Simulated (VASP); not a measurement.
# H (P6_3/mmc) in VASP: further runs

The runs below take H through single point, with PBE.

Program: VASP 6.6.1. These are calculated values, not measurements. Logs are shortened: lines on timing, memory, paths and dates and some standing lists are left out, and cuts for length are marked.

### Step 1. The cell of the first run

It takes space group P6_3/mmc (No. 194, hexagonal). Conventional cell: a = 1.932 Å, b = 1.932 Å, c = 1.905 Å, α = 90.00°, β = 90.00°, γ = 120.00°. H (site symmetry -6m2) has 14 H at 1.47 to 1.93 Å within 2.0 Å.

### Step 2. Single point, PBE

File INCAR:

```
SYSTEM = H
PREC = Accurate
ENCUT = 520
EDIFF = 1E-6
ISMEAR = -1
SIGMA = 0.05
LREAL = .FALSE.
LASPH = .TRUE.
NELM = 100
ALGO = Normal
ISIF = 2
LWAVE = .FALSE.
LCHARG = .FALSE.
GGA = PE
NBANDS = 8
```

File KPOINTS:

```
regular mesh
0
G
  17 17 9
  0 0 0
```

File POSCAR:

```
H
1.0
    1.9322960429      0.0000000000      0.0000000000
   -0.9661480214      1.6734174608      0.0000000000
    0.0000000000      0.0000000000      1.9047121375
H
2
Direct
    0.3333333333      0.6666666667      0.2500000000
    0.6666666667      0.3333333333      0.7500000000
```

Potentials or basis: VASP PAW PBE potentials, release 64 (H).

On the command line:

```
cat potpaw_PBE.64/H/POTCAR > POTCAR
mpirun -np 1 vasp_std > vasp.out
```

OUTCAR:

```text
SYSTEM = H
   PREC = Accurate
   ENCUT = 520
   EDIFF = 1E-6
   ISMEAR = -1
   LREAL = .FALSE.
   LASPH = .TRUE.
   NELM = 100
   ISIF = 2
   GGA = PE

 ion  position               nearest neighbor table
   1  0.333  0.667  0.250-
   2  0.667  0.333  0.750-

  LATTYP: Found a hexagonal cell.
 ALAT       =     1.9322960429
 C/A-ratio  =     0.9857248037

  Lattice vectors:

 A1 = (   1.9322960429,   0.0000000000,   0.0000000000)
 A2 = (  -0.9661480214,   1.6734174608,   0.0000000000)
 A3 = (   0.0000000000,   0.0000000000,   1.9047121375)

Analysis of symmetry for initial positions (statically):
=====================================================================
 Subroutine PRICEL returns:
 Original cell was already a primitive cell.

 Routine SETGRP: Setting up the symmetry group for a
 hexagonal supercell.

 Subroutine GETGRP returns: Found 24 space group operations
 (whereof 12 operations were pure point group operations)
 out of a pool of 24 trial point group operations.

The static configuration has the point symmetry D_3d.
 The point group associated with its full space group is D_6h.

Analysis of symmetry for dynamics (positions and initial velocities):
=====================================================================
 Subroutine PRICEL returns:
 Original cell was already a primitive cell.

 Routine SETGRP: Setting up the symmetry group for a
 hexagonal supercell.

 Subroutine GETGRP returns: Found 24 space group operations
 (whereof 12 operations were pure point group operations)
 out of a pool of 24 trial point group operations.

The dynamic configuration has the point symmetry D_3d.
 The point group associated with its full space group is D_6h.

 Subroutine INISYM returns: Found 24 space group operations
 (whereof 12 operations are pure point group operations),
 and found     1 'primitive' translations

----------------------------------------------------------------------------------------

                                     Primitive cell

  volume of cell :       6.1590

  direct lattice vectors                    reciprocal lattice vectors
     1.932296043  0.000000000  0.000000000     0.517519044  0.298789759  0.000000000
    -0.966148021  1.673417461  0.000000000     0.000000000  0.597579518  0.000000000
     0.000000000  0.000000000  1.904712138     0.000000000  0.000000000  0.525013717

  length of vectors
     1.932296043  1.932296043  1.904712138     0.597579518  0.597579518  0.525013717

  position of ions in fractional coordinates (direct lattice)
     0.333333333  0.666666667  0.250000000
     0.666666667  0.333333333  0.750000000

  ion indices of the primitive-cell ions
   primitive index   ion index
                 1           1
                 2           2

----------------------------------------------------------------------------------------

 KPOINTS: regular mesh

Automatic generation of k-mesh.
 Grid dimensions read from file:
 generate k-points for:   17   17    9

 Generating k-lattice:

  Cartesian coordinates                     Fractional coordinates (reciprocal lattice)
     0.030442297  0.017575868  0.000000000     0.058823529  0.000000000  0.000000000
     0.000000000  0.035151736  0.000000000     0.000000000  0.058823529  0.000000000
     0.000000000  0.000000000  0.058334857     0.000000000  0.000000000  0.111111111

  Length of vectors
     0.035151736  0.035151736  0.058334857

  Shift w.r.t. Gamma in fractional coordinates (k-lattice)
     0.000000000  0.000000000  0.000000000

 Subroutine IBZKPT returns following result:
 ===========================================

 Found    165 irreducible k-points:

 Following reciprocal coordinates:
            Coordinates               Weight
  0.000000  0.000000  0.000000      1.000000
  0.058824  0.000000  0.000000      6.000000
  0.117647  0.000000  0.000000      6.000000
  0.176471  0.000000  0.000000      6.000000
  0.235294  0.000000  0.000000      6.000000
  0.294118 -0.000000  0.000000      6.000000
[... 16 lines left out ...]
  0.411765  0.117647  0.000000     12.000000
  0.176471  0.176471  0.000000      6.000000
 [... further k-points ...]
   k-points           NKPTS =    165   k-points in BZ     NKDIM =    165   number of bands    NBANDS=      8
   number of dos      NEDOS =    301   number of ions     NIONS =      2
   total plane-waves  NPLWV =   2744
   dimension x,y,z NGX =    14 NGY =   14 NGZ =   14
   dimension x,y,z NGXF=    28 NGYF=   28 NGZF=   28
   ions per type =               2
   NGX,Y,Z   is equivalent  to a cutoff of  12.04, 12.04, 12.22 a.u.
   NGXF,Y,Z  is equivalent  to a cutoff of  24.09, 24.09, 24.44 a.u.
 SYSTEM =  H
   PREC   = accura    normal or accurate (medium, high low for compatibility)
   ISTART =      0    job   : 0-new  1-cont  2-samecut
   ICHARG =      2    charge: 1-file 2-atom 10-const
   ISPIN  =      1    spin polarized calculation?
   LNONCOLLINEAR =      F non collinear calculations
   LSORBIT =      F    spin-orbit coupling
   LASPH  =      T    aspherical Exc in radial PAW
   ENCUT  =  520.0 eV  38.22 Ry    6.18 a.u.   3.59  3.59  3.54*2*pi/ulx,y,z
   NELM   =    100;   NELMIN=  2; NELMDL= -5     # of ELM steps
   EDIFF  = 0.1E-05   stopping-criterion for ELM
   LREAL  =      F    real-space projection
[... 7 lines left out ...]
   TEBEG  =    0.0;   TEEND  =   0.0 temperature during run
   PSTRESS=    0.0 pullay stress
   NELECT =       2.0000    total number of electrons
   NUPDOWN=      -1.0000    fix difference up-down
   EMIN   =  10.00;   EMAX   =-10.00  energy-range for DOS
   EFERMI =   0.00;   METHOD = LEGACY
   ISMEAR =    -1;   SIGMA  =   0.05  broadening in eV -4-tet -1-fermi 0-gaus
   EFERMI_NEDOS =   21; number of points for ismear=-14 and -15
   IALGO  =     38    algorithm
   IMIX   =      4    mixing-type and parameters
     AMIX     =   0.40;   BMIX     =  1.00
     AMIX_MAG =   1.60;   BMIX_MAG =  1.00
  volume/ion in A,a.u.               =       3.08        20.78
  Fermi-wavevector in a.u.,A,eV,Ry     =   1.125250  2.126414 17.227531  1.266188
  Thomas-Fermi vector in A             =   2.261926
   LORBIT       =      0    0 simple, 1 ext, 2 COOP (PROOUT), +10 PAW based schemes
   GGA     = PE    functional components
   LHFCALC =     F    Hartree Fock is set to
   AEXX    =    0.0000 exact exchange contribution
   IVDW    =     0    specifies the selected vdW correction
   LEPSILON=     F    determine dielectric tensor
   LRPA    =     F    only Hartree local field effects (RPA)
 non-spin polarized calculation
  energy-cutoff  :      520.00
  volume of cell :        6.16
 maximum number of plane-waves:       181
   NGX =  7   NGY =  7   NGZ =  7

 number of electron       2.0000000 magnetization

 Free energy of the ion-electron system (eV)
  ---------------------------------------------------
  ext. energy  EPLUGINS =         0.00000000
  ---------------------------------------------------
  free energy    TOTEN  =        -4.54054814 eV

  energy without entropy =       -4.53889790  energy(sigma->0) =       -4.53972302

 E-fermi :   2.7591     XC(G=0): -10.8843

 val. band max:        2.7135600304   @ k =   0.3529   0.2941   0.1111
 cond. band min:       2.7922155677   @ k =   0.4118   0.1765   0.1111
 fundamental gap:      0.0786555373
 Fermi energy:         2.7590871031

 k-point     1 :       0.0000    0.0000    0.0000
  band No.  band energies     occupation
      1     -13.4739      2.00000
      2      19.4240      0.00000
      3      30.8404      0.00000
      4      38.8279      0.00000
      5      41.3192      0.00000
      6      41.7245      0.00000
      7      41.7245      0.00000
      8      44.7419      0.00000

 k-point     2 :       0.0588    0.0000    0.0000
  band No.  band energies     occupation
      1     -13.2961      2.00000
      2      19.2479      0.00000
      3      31.0244      0.00000
      4      36.1635      0.00000
      5      38.6493      0.00000
      6      39.9226      0.00000
      7      43.7381      0.00000
      8      46.9089      0.00000

 k-point     3 :       0.1176    0.0000    0.0000
  band No.  band energies     occupation
      1     -12.7636      2.00000
      2      18.5957      0.00000
      3      31.5747      0.00000
      4      31.9624      0.00000
      5      36.5094      0.00000
      6      37.4889      0.00000
      7      46.9900      0.00000
      8      50.4415      0.00000

 k-point     4 :       0.1765    0.0000    0.0000
  band No.  band energies     occupation
      1     -11.8787      2.00000
      2      17.1323      0.00000
      3      28.4972      0.00000
      4      32.4947      0.00000
      5      35.2145      0.00000
      6      35.3198      0.00000
      7      50.5404      0.00000
      8      54.4375      0.00000

 k-point     5 :       0.2353    0.0000    0.0000
  band No.  band energies     occupation
      1     -10.6464      2.00000
      2      14.6315      0.00000
      3      26.2255      0.00000
      4      33.4923      0.00000
      5      33.7808      0.00000
      6      34.7114      0.00000
      7      53.6630      0.00000
      8      58.4437      0.00000
[... 177 lines left out ...]
 k-point    22 :       0.3529    0.1176    0.0000
  band No.  band energies     occupation
      1      -4.5599      2.00000
      2       5.0494      0.00000
      3      18.6196      0.00000
      4      33.5728      0.00000
      5      40.3050      0.00000
      6      40.5222      0.00000
      7      46.5030      0.00000
      8      50.0869      0.00000

 k-point    23 :       0.4118    0.1176    0.0000
  band No.  band energies     occupation
      1      -2.5481      2.00000
      2       2.4937      1.99015
      3      18.1846      0.00000
      4      34.1025      0.00000
      5      41.5406      0.00000
      6      42.7520      0.00000
      7      43.9503      0.00000
      8      46.9203      0.00000

 k-point    24 :       0.1765    0.1765    0.0000
  band No.  band energies     occupation
      1      -8.7272      2.00000
      2      12.1406      0.00000
      3      20.1277      0.00000
      4      31.5943      0.00000
      5      35.7958      0.00000
      6      45.4150      0.00000
      7      47.0804      0.00000
      8      55.1023      0.00000

 [... further k-points ...]
[... 5 lines left out ...]
  --------------------------------------------------------------------------------------
  -------------------------------------------------------------------------------------
  Total       -0.0133372     -0.0133372     -0.0191190     -0.0000000      0.0000000      0.0000000
  in kB       -3.4694962     -3.4694962     -4.9735622     -0.0000000      0.0000000      0.0000000
  external PRESSURE =      -3.9708515 kB  Pullay stress =       0.0000000 kB

 VOLUME and BASIS-vectors are now :
 -----------------------------------------------------------------------------
  energy-cutoff  :      520.00
  volume of cell :        6.16
      direct lattice vectors                 reciprocal lattice vectors
     1.932296043  0.000000000  0.000000000     0.517519044  0.298789759  0.000000000
    -0.966148021  1.673417461  0.000000000     0.000000000  0.597579518  0.000000000
     0.000000000  0.000000000  1.904712138     0.000000000  0.000000000  0.525013717

 POSITION                                       TOTAL-FORCE (eV/Angst)
 -----------------------------------------------------------------------------------
     -0.00000      1.11561      0.47618         0.000000     -0.000000      0.000000
      0.96615      0.55781      1.42853        -0.000000      0.000000      0.000000
 -----------------------------------------------------------------------------------
    total drift:                               -0.000000      0.000000     -0.000000

  FREE ENERGIE OF THE ION-ELECTRON SYSTEM (eV)
  ---------------------------------------------------
  free  energy   TOTEN  =        -4.5405481356 eV

  energy  without entropy=       -4.5388979028  energy(sigma->0) =       -4.53972302
```

Run time: 3.1 s. Hardware: 1 thread of Intel Xeon 6975P-C (Granite Rapids), shared host; peak memory 0.1 GiB.

What came out:

```yaml
Free_energy: -4.5405 eV
Pressure: -0.4 GPa
Band_gap_on_the_k_mesh: zero (band 1 reaches 6.66 eV, above the bottom of band 2 at -1.15 eV)
```

Stress tensor (GPa, compression positive):
```
-0.35  0.00  0.00
 0.00 -0.35  0.00
 0.00  0.00 -0.50
```

Caveat: the k points lie up to 0.37 Å⁻¹ apart.

### Step 3. Single point, PBE

File INCAR:

```
PREC = Accurate
ENCUT = 520
EDIFF = 1E-7
ISMEAR = -1
SIGMA = 0.05
LREAL = F
LASPH = T
NELM = 100
ALGO = Normal
ISIF = 2
LWAVE = F
LCHARG = F
GGA = PE
NBANDS = 8
```

File KPOINTS:

```
Automatic mesh
0
Gamma
  17 17 9
```

POSCAR is that of step 2.

Potentials or basis: VASP PAW PBE potentials, release 64 (H).

On the command line:

```
cat potpaw_PBE.64/H/POTCAR > POTCAR
mpirun -np 1 vasp_std > vasp.out
```

OUTCAR:

```text
PREC = Accurate
   ENCUT = 520
   EDIFF = 1E-7
   ISMEAR = -1
   LREAL = F
   LASPH = T
   NELM = 100
   ISIF = 2
   GGA = PE

 ion  position               nearest neighbor table
   1  0.333  0.667  0.250-
   2  0.667  0.333  0.750-

  LATTYP: Found a hexagonal cell.
 ALAT       =     1.9322960429
 C/A-ratio  =     0.9857248037

  Lattice vectors:

 A1 = (   1.9322960429,   0.0000000000,   0.0000000000)
 A2 = (  -0.9661480214,   1.6734174608,   0.0000000000)
 A3 = (   0.0000000000,   0.0000000000,   1.9047121375)

Analysis of symmetry for initial positions (statically):
=====================================================================
 Subroutine PRICEL returns:
 Original cell was already a primitive cell.

 Routine SETGRP: Setting up the symmetry group for a
 hexagonal supercell.

 Subroutine GETGRP returns: Found 24 space group operations
 (whereof 12 operations were pure point group operations)
 out of a pool of 24 trial point group operations.
[... 158 lines left out ...]
  ext. energy  EPLUGINS =         0.00000000
  ---------------------------------------------------
  free energy    TOTEN  =        -4.54054814 eV

  energy without entropy =       -4.53889790  energy(sigma->0) =       -4.53972302

 E-fermi :   2.7590     XC(G=0): -10.8843

 val. band max:        2.7135175741   @ k =   0.3529   0.2941   0.1111
 cond. band min:       2.7921656383   @ k =   0.4118   0.1765   0.1111
 fundamental gap:      0.0786480642
 Fermi energy:         2.7590406758

 k-point     1 :       0.0000    0.0000    0.0000
  band No.  band energies     occupation
      1     -13.4739      2.00000
      2      19.4239      0.00000
      3      30.8404      0.00000
      4      38.8279      0.00000
      5      41.3192      0.00000
      6      41.7245      0.00000
      7      41.7245      0.00000
      8      44.7418      0.00000
[... 243 lines left out ...]
 k-point    24 :       0.1765    0.1765    0.0000
  band No.  band energies     occupation
      1      -8.7273      2.00000
      2      12.1406      0.00000
      3      20.1276      0.00000
      4      31.5943      0.00000
      5      35.7958      0.00000
      6      45.4150      0.00000
      7      47.0804      0.00000
      8      55.1023      0.00000

 [... further k-points ...]
[... 5 lines left out ...]
  --------------------------------------------------------------------------------------
  -------------------------------------------------------------------------------------
  Total       -0.0132995     -0.0132995     -0.0190773     -0.0000000      0.0000000      0.0000000
  in kB       -3.4597058     -3.4597058     -4.9627234     -0.0000000      0.0000000      0.0000000
  external PRESSURE =      -3.9607116 kB  Pullay stress =       0.0000000 kB

 VOLUME and BASIS-vectors are now :
 -----------------------------------------------------------------------------
  energy-cutoff  :      520.00
  volume of cell :        6.16
      direct lattice vectors                 reciprocal lattice vectors
     1.932296043  0.000000000  0.000000000     0.517519044  0.298789759  0.000000000
    -0.966148021  1.673417461  0.000000000     0.000000000  0.597579518  0.000000000
     0.000000000  0.000000000  1.904712138     0.000000000  0.000000000  0.525013717

 POSITION                                       TOTAL-FORCE (eV/Angst)
 -----------------------------------------------------------------------------------
     -0.00000      1.11561      0.47618         0.000000     -0.000000      0.000000
      0.96615      0.55781      1.42853        -0.000000      0.000000      0.000000
 -----------------------------------------------------------------------------------
    total drift:                               -0.000000      0.000000     -0.000000

  FREE ENERGIE OF THE ION-ELECTRON SYSTEM (eV)
  ---------------------------------------------------
  free  energy   TOTEN  =        -4.5405481389 eV

  energy  without entropy=       -4.5388978953  energy(sigma->0) =       -4.53972302
```

OSZICAR:

```text
N       E                     dE             d eps       ncg     rms          rms(c)
DAV:   1    -0.424700920371E+01   -0.42470E+01   -0.10629E+03  3016   0.208E+02
DAV:   2    -0.453803675174E+01   -0.29103E+00   -0.29011E+00  3552   0.972E+00
DAV:   3    -0.453828529167E+01   -0.24854E-03   -0.24853E-03  2896   0.263E-01
DAV:   4    -0.453828529826E+01   -0.65922E-08   -0.64237E-08  3736   0.124E-03
DAV:   5    -0.453828529828E+01   -0.21679E-10   -0.58475E-13  2816   0.206E-06    0.653E-01
DAV:   6    -0.453942693202E+01   -0.11416E-02   -0.12036E-04  3232   0.630E-02    0.402E-01
DAV:   7    -0.454054430552E+01   -0.11174E-02   -0.67628E-04  3104   0.132E-01    0.227E-02
DAV:   8    -0.454054843489E+01   -0.41294E-05   -0.52707E-06  3416   0.143E-02    0.100E-02
DAV:   9    -0.454054813524E+01    0.29965E-06   -0.45549E-08  3168   0.156E-03    0.476E-04
DAV:  10    -0.454054813895E+01   -0.37063E-08   -0.58669E-10  1456   0.156E-04
   1 F= -.45405481E+01 E0= -.45397230E+01  d E =-.165024E-02
```

Wall time 3.3 s (1 thread of Intel Xeon 6975P-C (Granite Rapids), shared host); peak memory 0.11 GiB.

What came out:

* Free energy: -4.5405 eV
* Pressure: -0.4 GPa
* Band gap on the k mesh: zero (band 1 reaches 6.66 eV, above the bottom of band 2 at -1.15 eV)

Stress tensor (GPa, compression positive):
```
-0.35  0.00  0.00
 0.00 -0.35  0.00
 0.00  0.00 -0.50
```

Caveat: the k points lie up to 0.37 Å⁻¹ apart.

(Part 1 of 2 ends here.)
